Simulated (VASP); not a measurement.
# SnO2 (P4_2/mnm) in VASP: notebook

Runs on SnO2. Level: r2SCAN. Tasks: single point.

Program: VASP 6.6.1. These are calculated values, not measurements. Logs are shortened: lines on timing, memory, paths and dates and some standing lists are left out, and cuts for length are marked.

## (1) The cell of the first run

It takes space group P4_2/mnm (No. 136, tetragonal). Conventional cell: a = 4.760 Å, b = 4.760 Å, c = 3.265 Å, α = 90.00°, β = 90.00°, γ = 90.00°. Sn (site symmetry mmm) has 6 O at 2.06 to 2.09 Å within 2.7 Å. O (site symmetry m2m) has 3 Sn at 2.06 to 2.09 Å and 1 O at 2.60 Å within 2.7 Å.

## (2) Single point, r2SCAN (strain along c alone, the other axes held: +2.0 %, then relaxed in part)

POSCAR

```
SnO2
1.0
    4.7599378643      0.0000000000      0.0000000000
    0.0000000000      4.7599378643      0.0000000000
    0.0000000000      0.0000000000      3.2647249739
Sn O
2 4
Direct
    0.5000000000      0.5000000000      0.5000000000
    0.0000000000      0.0000000000      0.0000000000
    0.3066451528      0.3066451528      0.0000000000
    0.8066451528      0.1933548472      0.5000000000
    0.1933548472      0.8066451528      0.5000000000
    0.6933548472      0.6933548472      0.0000000000
```

INCAR.step1

```
ALGO = Normal
EDIFF = 1E-4
ENCUT = 520
GGA = PE
ISMEAR = 0
LASPH = T
LCHARG = F
LREAL = F
LWAVE = T
NBANDS = 35
NELM = 60
PREC = Accurate
SIGMA = 0.02
```

INCAR.step2

```
ALGO = Normal
EDIFF = 1E-7
ENCUT = 520
ISIF = 2
ISMEAR = 0
ISTART = 1
LASPH = T
LCHARG = F
LMIXTAU = T
LREAL = F
LWAVE = F
METAGGA = R2SCAN
NBANDS = 35
NELM = 60
PREC = Accurate
SIGMA = 0.02
```

KPOINTS

```
k-points
0
Gamma
  6 6 8
```

Potentials or basis: VASP PAW PBE potentials, release 64 (Sn_d, O).

On the command line:

```sh
> cat potpaw_PBE.64/Sn_d/POTCAR potpaw_PBE.64/O/POTCAR > POTCAR
> cp INCAR.step1 INCAR
> mpirun -np 1 vasp_std > vasp.out
> cp INCAR.step2 INCAR
> mpirun -np 1 vasp_std > vasp.out
```

OUTCAR:

```text
EDIFF = 1E-7
   ENCUT = 520
   ISIF = 2
   ISMEAR = 0
   ISTART = 1
   LASPH = T
   LREAL = F
   METAGGA = R2SCAN
   NELM = 60
   PREC = Accurate

 ion  position               nearest neighbor table
   1  0.500  0.500  0.500-   4 2.06   5 2.06   3 2.09   6 2.09   3 2.09   6 2.09   2 3.74   2 3.74
                             2 3.74   2 3.74   2 3.74   2 3.74   2 3.74   2 3.74
   2  0.000  0.000  0.000-   3 2.06   6 2.06   5 2.09   4 2.09   4 2.09   5 2.09   1 3.74   1 3.74
                             1 3.74   1 3.74   1 3.74   1 3.74   1 3.74   1 3.74
   3  0.307  0.307  0.000-   2 2.06   1 2.09   1 2.09
   4  0.807  0.193  0.500-   1 2.06   2 2.09   2 2.09
   5  0.193  0.807  0.500-   1 2.06   2 2.09   2 2.09
   6  0.693  0.693  0.000-   2 2.06   1 2.09   1 2.09

  LATTYP: Found a simple tetragonal cell.
 ALAT       =     4.7599378643
 C/A-ratio  =     0.6858755444

  Lattice vectors:

 A1 = (   4.7599378643,   0.0000000000,   0.0000000000)
 A2 = (   0.0000000000,   4.7599378643,   0.0000000000)
 A3 = (   0.0000000000,   0.0000000000,   3.2647249739)

Analysis of symmetry for initial positions (statically):
=====================================================================
 Subroutine PRICEL returns:
 Original cell was already a primitive cell.

 Routine SETGRP: Setting up the symmetry group for a
 simple tetragonal supercell.

 Subroutine GETGRP returns: Found 16 space group operations
 (whereof  8 operations were pure point group operations)
 out of a pool of 16 trial point group operations.

The static configuration has the point symmetry D_2h.
 The point group associated with its full space group is D_4h.

Analysis of symmetry for dynamics (positions and initial velocities):
=====================================================================
 Subroutine PRICEL returns:
 Original cell was already a primitive cell.

 Routine SETGRP: Setting up the symmetry group for a
 simple tetragonal supercell.

 Subroutine GETGRP returns: Found 16 space group operations
 (whereof  8 operations were pure point group operations)
 out of a pool of 16 trial point group operations.

The dynamic configuration has the point symmetry D_2h.
 The point group associated with its full space group is D_4h.

 Subroutine INISYM returns: Found 16 space group operations
 (whereof  8 operations are pure point group operations),
 and found     1 'primitive' translations

----------------------------------------------------------------------------------------

                                     Primitive cell

  volume of cell :      73.9689

  direct lattice vectors                    reciprocal lattice vectors
     4.759937864  0.000000000  0.000000000     0.210086776  0.000000000  0.000000000
     0.000000000  4.759937864  0.000000000     0.000000000  0.210086776  0.000000000
     0.000000000  0.000000000  3.264724974     0.000000000  0.000000000  0.306304515

  length of vectors
     4.759937864  4.759937864  3.264724974     0.210086776  0.210086776  0.306304515

  position of ions in fractional coordinates (direct lattice)
     0.500000000  0.500000000  0.500000000
     0.000000000  0.000000000  0.000000000
     0.306645153  0.306645153  0.000000000
     0.806645153  0.193354847  0.500000000
     0.193354847  0.806645153  0.500000000
     0.693354847  0.693354847  0.000000000

  ion indices of the primitive-cell ions
   primitive index   ion index
                 1           1
                 2           2
                 3           3
                 4           4
                 5           5
                 6           6

----------------------------------------------------------------------------------------

 KPOINTS: k-points

Automatic generation of k-mesh.
 Grid dimensions read from file:
 generate k-points for:    6    6    8

 Generating k-lattice:

  Cartesian coordinates                     Fractional coordinates (reciprocal lattice)
     0.035014463  0.000000000  0.000000000     0.166666667  0.000000000  0.000000000
[... 48 lines left out ...]

 number of electron      51.9999996 magnetization

 Free energy of the ion-electron system (eV)
  ---------------------------------------------------
  ext. energy  EPLUGINS =         0.00000000
  ---------------------------------------------------
  free energy    TOTEN  =       -84.60600008 eV

  energy without entropy =      -84.60600008  energy(sigma->0) =      -84.60600008

 E-fermi :   5.4207     XC(G=0): -11.8636

 val. band max:        5.3344066106   @ k =   0.0000   0.0000   0.0000
 cond. band min:       6.8406967647   @ k =   0.0000   0.0000   0.0000
 fundamental gap:      1.5062901542
 Fermi energy:         5.4206820951

 k-point     1 :       0.0000    0.0000    0.0000
  band No.  band energies     occupation
      1     -16.3520      2.00000
      2     -15.4572      2.00000
      3     -15.2415      2.00000
      4     -15.2415      2.00000
      5     -15.2217      2.00000
      6     -15.2040      2.00000
[... 27 lines left out ...]
     34      18.2915      0.00000
     35      18.6436      0.00000

 k-point     2 :       0.1667    0.0000    0.0000
  band No.  band energies     occupation
      1     -16.3061      2.00000
      2     -15.5171      2.00000
      3     -15.2400      2.00000
      4     -15.2399      2.00000
      5     -15.2359      2.00000
      6     -15.2237      2.00000
[... 27 lines left out ...]
     34      18.2945      0.00000
     35      18.5977      0.00000

 k-point     3 :       0.3333    0.0000    0.0000
  band No.  band energies     occupation
      1     -16.1721      2.00000
      2     -15.7160      2.00000
      3     -15.2509      2.00000
      4     -15.2369      2.00000
      5     -15.2367      2.00000
      6     -15.2299      2.00000
[... 27 lines left out ...]
     34      18.3790      0.00000
     35      18.5602      0.00000
[... 723 lines left out ...]
 k-point    23 :       0.3333    0.0000    0.2500
  band No.  band energies     occupation
      1     -16.0776      2.00000
      2     -15.9158      2.00000
      3     -15.5472      2.00000
      4     -15.2980      2.00000
      5     -15.1382      2.00000
      6     -15.1307      2.00000
[... 27 lines left out ...]
     34      18.3141      0.00000
     35      18.4998      0.00000

 k-point    24 :       0.5000    0.0000    0.2500
  band No.  band energies     occupation
      1     -16.0190      2.00000
      2     -16.0190      2.00000
      3     -15.4093      2.00000
      4     -15.4093      2.00000
      5     -15.1295      2.00000
      6     -15.1295      2.00000
[... 27 lines left out ...]
     34      18.4984      0.00000
     35      18.6527      0.00000

 [... further k-points ...]

------------------------ aborting loop because EDIFF is reached ----------------------------------------

  FORCE on cell =-STRESS in cart. coord.  units (eV):
  Direction    XX          YY          ZZ          XY          YZ          ZX
  --------------------------------------------------------------------------------------
  -------------------------------------------------------------------------------------
  Total       -0.9323501     -0.9323501     -3.2022690      0.0000000      0.0000000      0.0000000
  in kB      -20.1948415    -20.1948415    -69.3616202      0.0000000      0.0000000      0.0000000
  external PRESSURE =     -36.5837678 kB  Pullay stress =       0.0000000 kB

 VOLUME and BASIS-vectors are now :
 -----------------------------------------------------------------------------
  energy-cutoff  :      520.00
  volume of cell :       73.97
      direct lattice vectors                 reciprocal lattice vectors
     4.759937864  0.000000000  0.000000000     0.210086776  0.000000000  0.000000000
     0.000000000  4.759937864  0.000000000     0.000000000  0.210086776  0.000000000
     0.000000000  0.000000000  3.264724974     0.000000000  0.000000000  0.306304515

 POSITION                                       TOTAL-FORCE (eV/Angst)
 -----------------------------------------------------------------------------------
      2.37997      2.37997      1.63236         0.000000      0.000000      0.000000
      0.00000      0.00000      0.00000         0.000000      0.000000      0.000000
      1.45961      1.45961      0.00000        -0.012610     -0.012610      0.000000
      3.83958      0.92036      1.63236        -0.012610      0.012610     -0.000000
      0.92036      3.83958      1.63236         0.012610     -0.012610      0.000000
      3.30033      3.30033      0.00000         0.012610      0.012610     -0.000000
 -----------------------------------------------------------------------------------
    total drift:                                0.000000      0.000000      0.000000

  FREE ENERGIE OF THE ION-ELECTRON SYSTEM (eV)
  ---------------------------------------------------
  free  energy   TOTEN  =       -84.6060000753 eV

  energy  without entropy=      -84.6060000753  energy(sigma->0) =      -84.60600008
```

Run time: 2.4 min. Hardware: 1 thread of Intel Xeon 6975P-C (Granite Rapids), shared host; peak memory 0.24 GiB.

Results:

* Free energy: -84.6060 eV
* Pressure: -3.7 GPa
* Largest force: 0.018 eV/Å
* Band gap on the k mesh: 1.51 eV

Forces in eV/Å, atoms in the order of the input:
```
Sn   0.000  0.000  0.000
Sn   0.000  0.000  0.000
O   -0.013 -0.013  0.000
O   -0.013  0.013  0.000
O    0.013 -0.013  0.000
O    0.013  0.013  0.000
```

Stress tensor (GPa, compression positive):
```
-2.02  0.00  0.00
 0.00 -2.02  0.00
 0.00  0.00 -6.94
```

Caveat: the cell differs from its parent crystal (strain along c alone, the other axes held: +2.0 %, then relaxed in part); the cell stands under tension; the PAW data sets were made with another functional, which shifts forces and pressure a little; spin-orbit coupling is left out, which moves the levels of the heavy elements.

## (3) Single point, r2SCAN

POSCAR is that of step 2.

INCAR.step1

```
SYSTEM = SnO2
PREC = Accurate
ENCUT = 520
ISMEAR = 0
SIGMA = 0.02
LREAL = .FALSE.
LASPH = .TRUE.
NELM = 80
NBANDS = 35
GGA = PE
ALGO = Normal
EDIFF = 1E-4
LWAVE = .TRUE.
LCHARG = .FALSE.
```

INCAR.step2

```
SYSTEM = SnO2
PREC = Accurate
ENCUT = 520
EDIFF = 1E-6
ISMEAR = 0
SIGMA = 0.02
LREAL = .FALSE.
LASPH = .TRUE.
NELM = 80
ALGO = Normal
ISIF = 2
LWAVE = .FALSE.
LCHARG = .FALSE.
METAGGA = R2SCAN
LMIXTAU = .TRUE.
NBANDS = 35
ISTART = 1
```

KPOINTS

```
regular mesh
0
G
  6 6 8
  0 0 0
```

Potentials or basis: VASP PAW PBE potentials, release 64 (Sn_d, O).

On the command line:

```sh
> cat potpaw_PBE.64/Sn_d/POTCAR potpaw_PBE.64/O/POTCAR > POTCAR
> cp INCAR.step1 INCAR
> mpirun -np 1 vasp_std > vasp.out
> cp INCAR.step2 INCAR
> mpirun -np 1 vasp_std > vasp.out
```

Wall time 2.2 min (1 thread of Intel Xeon 6975P-C (Granite Rapids), shared host); peak memory 0.24 GiB.

The run converged. Its results:

```yaml
Free_energy: -84.6060 eV
Pressure: -3.7 GPa
Largest_force: 0.018 eV/Å
Band_gap_on_the_k_mesh: 1.51 eV
```

Forces on the atoms (eV/Å):
```
Sn   0.000  0.000  0.000
Sn   0.000  0.000  0.000
O   -0.013 -0.013  0.000
O   -0.013  0.013  0.000
O    0.013 -0.013  0.000
O    0.013  0.013  0.000
```

Stress tensor (GPa, compression positive):
```
-2.02  0.00  0.00
 0.00 -2.02  0.00
 0.00  0.00 -6.94
```

Levels at points of the mesh, in eV from the valence-band top:
```csv
k point,band 24,band 25,band 26,band 27,band 28,band 29
"(0.00, 0.00, 0.00)",-0.73,-0.73,0.00,1.51,6.41,6.80
"(0.50, 0.00, 0.00)",-1.21,-0.59,-0.59,4.76,4.76,7.53
"(0.50, 0.50, 0.00)",-1.35,-0.85,-0.85,5.13,5.13,7.96
"(0.00, 0.00, 0.50)",-1.62,-1.23,-1.23,6.61,6.61,10.43
"(0.50, 0.00, 0.50)",-1.05,-0.65,-0.65,6.90,6.90,8.77
"(0.50, 0.50, 0.50)",-0.92,-0.79,-0.79,5.36,5.36,9.53
```

Caveat: the cell stands under tension; the PAW data sets were made with another functional, which shifts forces and pressure a little; spin-orbit coupling is left out, which moves the levels of the heavy elements.

## (4) Single point, r2SCAN (strain along c alone, the other axes held: +4.0 %, then relaxed in part)

POSCAR

```
SnO2
1.0
    4.7599378643      0.0000000000      0.0000000000
    0.0000000000      4.7599378643      0.0000000000
    0.0000000000      0.0000000000      3.3287391891
Sn O
2 4
Direct
    0.5000000000      0.5000000000      0.5000000000
    0.0000000000      0.0000000000      0.0000000000
    0.3071475301      0.3071475301      0.0000000000
    0.8071475301      0.1928524699      0.5000000000
    0.1928524699      0.8071475301      0.5000000000
    0.6928524699      0.6928524699      0.0000000000
```

INCAR.step1

```
PREC     = Accurate       # precision mode
ENCUT    = 520            # plane-wave cutoff, eV
ISMEAR   = 0              # smearing method
SIGMA    = 0.02           # smearing width, eV
LREAL    = F              # projectors in reciprocal space
LASPH    = T              # aspherical terms in the spheres
NELM     = 80             # most SCF steps
NBANDS   = 35             # bands
GGA      = PE             # functional
ALGO     = Normal         # electronic algorithm
EDIFF    = 1E-4           # SCF threshold, eV
LWAVE    = T              # write WAVECAR
LCHARG   = F              # write CHGCAR
```

INCAR.step2

```
PREC     = Accurate       # precision mode
ENCUT    = 520            # plane-wave cutoff, eV
EDIFF    = 1E-7           # SCF threshold, eV
ISMEAR   = 0              # smearing method
SIGMA    = 0.02           # smearing width, eV
LREAL    = F              # projectors in reciprocal space
LASPH    = T              # aspherical terms in the spheres
NELM     = 80             # most SCF steps
ALGO     = Normal         # electronic algorithm
ISIF     = 2              # what is computed and relaxed
LWAVE    = F              # write WAVECAR
LCHARG   = F              # write CHGCAR
METAGGA  = R2SCAN         # meta-GGA
LMIXTAU  = T            
NBANDS   = 35             # bands
ISTART   = 1
```

KPOINTS

```
regular mesh
0
Gamma
  6 6 8
```

On the command line:

```sh
> cat potpaw_PBE.64/Sn_d/POTCAR potpaw_PBE.64/O/POTCAR > POTCAR
> cp INCAR.step1 INCAR
> mpirun -np 1 vasp_std > vasp.out
> cp INCAR.step2 INCAR
> mpirun -np 1 vasp_std > vasp.out
```

Wall time 3 min (1 thread of Intel Xeon 6975P-C (Granite Rapids), shared host); peak memory 0.25 GiB.

The run converged. Its results:

- Free energy: -84.5122 eV
- Pressure: -7.8 GPa
- Largest force: 0.008 eV/Å
- Band gap on the k mesh: 1.22 eV

Forces in eV/Å, atoms in the order of the input:
```
Sn   0.000  0.000  0.000
Sn   0.000  0.000  0.000
O   -0.005 -0.005  0.000
O   -0.005  0.005  0.000
O    0.005 -0.005  0.000
O    0.005  0.005  0.000
```

Stress tensor (GPa, compression positive):
```
 -4.66   0.00   0.00
  0.00  -4.66   0.00
  0.00   0.00 -14.17
```

Levels at points of the mesh, in eV from the valence-band top:
```tsv
k point	band 24	band 25	band 26	band 27	band 28	band 29
(0.00, 0.00, 0.00)	-0.68	-0.68	0.00	1.22	6.04	6.56
(0.50, 0.00, 0.00)	-1.23	-0.57	-0.57	4.52	4.52	7.27
(0.50, 0.50, 0.00)	-1.39	-0.79	-0.79	4.83	4.83	7.72
(0.00, 0.00, 0.50)	-1.57	-1.19	-1.19	6.34	6.34	10.32
(0.50, 0.00, 0.50)	-1.00	-0.62	-0.62	6.66	6.66	8.68
(0.50, 0.50, 0.50)	-0.88	-0.74	-0.74	5.17	5.17	9.43
```

Caveat: the cell differs from its parent crystal (strain along c alone, the other axes held: +4.0 %, then relaxed in part); the stress differs along the axes, from -14 to -5 GPa; the PAW data sets were made with another functional, which shifts forces and pressure a little; spin-orbit coupling is left out, which moves the levels of the heavy elements.

## (5) Single point, r2SCAN (strain along c alone, the other axes held: +6.0 %, then relaxed in part)

POSCAR

```
SnO2
1.0
    4.7599378643      0.0000000000      0.0000000000
    0.0000000000      4.7599378643      0.0000000000
    0.0000000000      0.0000000000      3.3927534043
Sn O
2 4
Direct
    0.5000000000      0.5000000000      0.5000000000
    0.0000000000      0.0000000000      0.0000000000
    0.3073476658      0.3073476658      0.0000000000
    0.8073476658      0.1926523342      0.5000000000
    0.1926523342      0.8073476658      0.5000000000
    0.6926523342      0.6926523342      0.0000000000
```

INCAR.step1

```
PREC = Accurate
ENCUT = 520
ISMEAR = 0
SIGMA = 0.02
LREAL = False
LASPH = True
NELM = 100
NBANDS = 35
GGA = PE
ALGO = Normal
EDIFF = 1E-4
LWAVE = True
LCHARG = False
```

INCAR.step2

```
PREC = Accurate
ENCUT = 520
EDIFF = 1E-6
ISMEAR = 0
SIGMA = 0.02
LREAL = False
LASPH = True
NELM = 100
ALGO = Normal
ISIF = 2
LWAVE = False
LCHARG = False
METAGGA = R2SCAN
LMIXTAU = True
NBANDS = 35
ISTART = 1
```

KPOINTS is that of step 4.

On the command line:

```sh
> cat potpaw_PBE.64/Sn_d/POTCAR potpaw_PBE.64/O/POTCAR > POTCAR
> cp INCAR.step1 INCAR
> mpirun -np 1 vasp_std > vasp.out
> cp INCAR.step2 INCAR
> mpirun -np 1 vasp_std > vasp.out
```

It took 2.6 min on 1 thread of Intel Xeon 6975P-C (Granite Rapids), shared host; peak memory 0.26 GiB.

It converged, with:

| Quantity | Value |
| --- | --- |
| Free energy | -84.3574 eV |
| Pressure | -11.5 GPa |
| Largest force | 0.012 eV/Å |
| Band gap on the k mesh | 0.95 eV |

Forces on the atoms (eV/Å):
```
Sn   0.000  0.000  0.000
Sn   0.000  0.000  0.000
O    0.009  0.009  0.000
O    0.009 -0.009  0.000
O   -0.009  0.009  0.000
O   -0.009 -0.009  0.000
```

Stress tensor (GPa, compression positive):
```
 -7.01   0.00   0.00
  0.00  -7.01   0.00
  0.00   0.00 -20.36
```

Levels at points of the mesh, in eV from the valence-band top:
| k point | band 23 | band 24 | band 25 | band 26 | band 27 | band 28 | band 29 | band 30 |
| --- | --- | --- | --- | --- | --- | --- | --- | --- |
| (0.00, 0.00, 0.00) | -1.32 | -0.64 | -0.64 | 0.00 | 0.95 | 5.71 | 6.33 | 6.33 |
| (0.50, 0.00, 0.00) | -1.25 | -1.25 | -0.54 | -0.54 | 4.30 | 4.30 | 7.03 | 7.03 |
| (0.50, 0.50, 0.00) | -1.42 | -1.42 | -0.73 | -0.73 | 4.56 | 4.56 | 7.50 | 7.50 |
| (0.00, 0.00, 0.50) | -1.52 | -1.52 | -1.14 | -1.14 | 6.08 | 6.08 | 10.20 | 10.20 |
| (0.50, 0.00, 0.50) | -0.94 | -0.94 | -0.59 | -0.59 | 6.42 | 6.42 | 8.58 | 8.58 |
| (0.50, 0.50, 0.50) | -0.83 | -0.83 | -0.68 | -0.68 | 4.97 | 4.97 | 9.34 | 9.34 |

Caveat: the cell differs from its parent crystal (strain along c alone, the other axes held: +6.0 %, then relaxed in part); the stress differs along the axes, from -20 to -7 GPa; the PAW data sets were made with another functional, which shifts forces and pressure a little; spin-orbit coupling is left out, which moves the levels of the heavy elements.

## (6) Summary

```csv
cell,gap on the mesh (eV),pressure (GPa),largest force (eV/Å)
"a = 4.760, b = 4.760, c = 3.265 Å, 6 atoms, atomic positions A",1.51,-3.7,0.02
"a = 4.760, b = 4.760, c = 3.329 Å, 6 atoms, atomic positions B",1.22,-7.8,0.01
"a = 4.760, b = 4.760, c = 3.393 Å, 6 atoms, atomic positions C",0.95,-11.5,0.01
```

Alike in all rows: task single point; level r2SCAN; potentials or basis VASP PAW PBE potentials, release 64 (Sn_d, O); no spin polarisation; k mesh 6 × 6 × 8; cutoff (eV) 520; smearing gaussian 0.02 eV.

Caveats: the PAW data sets were made with another functional, which shifts forces and pressure a little; spin-orbit coupling is left out, which moves the levels of the heavy elements; the cell stands under tension (at least some runs); the stress differs along the axes, from -14 to -5 GPa (at least some runs); the stress differs along the axes, from -20 to -7 GPa (at least some runs).

Absolute energies hang on the potentials; compare differences alone.
